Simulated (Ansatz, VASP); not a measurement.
## One calculation of ZnAu, two programs

The input INCAR:

```
SYSTEM = ZnAu
ALGO = Fast
EDIFF = 1E-6
ENCUT = 520
GGA = PE
ISIF = 2
ISMEAR = 0
LASPH = .TRUE.
LCHARG = .FALSE.
LREAL = .FALSE.
LWAVE = .FALSE.
NBANDS = 18
NELM = 60
PREC = Accurate
SIGMA = 0.1
```

Contents of KPOINTS:

```
k-points
0
G
  12 12 12
  0 0 0
```

File POSCAR:

```
ZnAu
1.0
    3.0949800900      0.0000000000      0.0000000000
    0.0000000000      3.1899565500      0.0077730900
    0.0000000000      0.0077730900      2.9536483200
Zn Au
1 1
Direct
    0.5317762949      0.5000000000      0.5000000000
   -0.0317762949      0.0000000000      0.0000000000
```

Input for Ansatz:

```yaml
crystal:
  lattice:
    - [3.09498009, 0.0, 0.0]
    - [0.0, 3.18995655, 0.00777309]
    - [0.0, 0.00777309, 2.95364832]
  atoms:
    - { symbol: Zn, position: [0.5317762949, 0.5, 0.5] }
    - { symbol: Au, position: [-0.0317762949, 0.0, 0.0] }
basis:
  ecutwfc: 420
kpoints:
  mp_grid: { grid: [12, 12, 12] }
hamiltonian:
  xc: pbe
scf:
  occupations: { method: gaussian, width: 0.1 }
output:
  forces: true
  stress: true
  eigenvalues: true
  populations: true
```

Alike in both runs: task single point; functional PBE; k mesh 12 × 12 × 12; occupations gaussian, width 0.1 eV; no spin polarisation.

|  | VASP | Ansatz |
| --- | --- | --- |
| version | VASP 6.6.1 | Ansatz 0.2.0 |
| potentials or method | VASP PAW PBE potentials, release 64 (Zn, Au), cutoff 520 eV | scalar-relativistic, plane waves, PAW |
| valence electrons in the cell | 23 | 31 |

|  | VASP | Ansatz | Ansatz less VASP |
| --- | --- | --- | --- |
| gap on the k mesh at the Fermi level (eV) | none | none | - |
| pressure (GPa) | 19.1 | 18.9 | -0.25 |
| traceless stress, the component that is largest in VASP (GPa) | -2.38 | -2.36 | +0.019 |
| rms of the force components (eV/Å) | 0.628 | 0.619 | -0.0089 |

Atom by atom the forces differ by 0.009 eV/Å (rms over components). A gap of «none» marks a metal or a gap that the smearing closes. VASP's potentials hold 23 valence electrons a cell and Ansatz's 31, so a difference there can come from the potentials and not from the codes.

Spin-orbit coupling is off throughout.
